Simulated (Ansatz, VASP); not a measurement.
## One calculation of Pt, two programs

File INCAR:

```
PREC = Accurate
ENCUT = 520
EDIFF = 1E-7
ISMEAR = 1
SIGMA = 0.1
LREAL = F
LASPH = T
NELM = 100
ALGO = Normal
ISIF = 2
LWAVE = F
LCHARG = F
GGA = PE
NBANDS = 11
```

Contents of KPOINTS:

```
regular mesh
0
Gamma
  14 14 14
```

POSCAR

```
Pt
1.0
    0.0000000000      1.9857786488      1.9857786488
    1.9857786488      0.0000000000      1.9857786488
    1.9857786488      1.9857786488      0.0000000000
Pt
1
Direct
    0.0000000000      0.0000000000      0.0000000000
```

Input for Ansatz:

```yaml
crystal:
  lattice:
    - [0.0, 1.9857786488, 1.9857786488]
    - [1.9857786488, 0.0, 1.9857786488]
    - [1.9857786488, 1.9857786488, 0.0]
  atoms:
    - { symbol: Pt, position: [0.0, 0.0, 0.0] }
hamiltonian:
  xc: pbe
  pseudopotentials:
    kind: paw
    azcp:
      Pt: "pseudopotentials/Pt.paw.azcp"
basis:
  ecutwfc: 420
  fft_grid_basis: typed
kpoints:
  mp_grid: { grid: [14, 14, 14], shift: [0, 0, 0] }
magnetization:
  spin_polarized: false
scf:
  occupations: { method: methfessel_paxton, width: 0.1 }
  lower_state_search: "off"
output:
  stress: true
```

Alike in both runs: task single point; functional PBE; k mesh 14 × 14 × 14; occupations methfessel-paxton of order 1, width 0.1 eV; no spin polarisation.

```csv
,VASP,Ansatz
version,VASP 6.6.1,Ansatz 0.2.0
potentials or method,"VASP PAW PBE potentials, release 64 (Pt), cutoff 520 eV","plane waves (420 eV) with PAW, scalar-relativistic"
valence electrons in the cell,10,18
```

```csv
,VASP,Ansatz,Ansatz less VASP
pressure (GPa),-1.0,-0.5,+0.49
```

VASP's potentials hold 10 valence electrons a cell and Ansatz's 18, so a difference there can come from the potentials and not from the codes.

Neither program's run includes spin-orbit coupling.
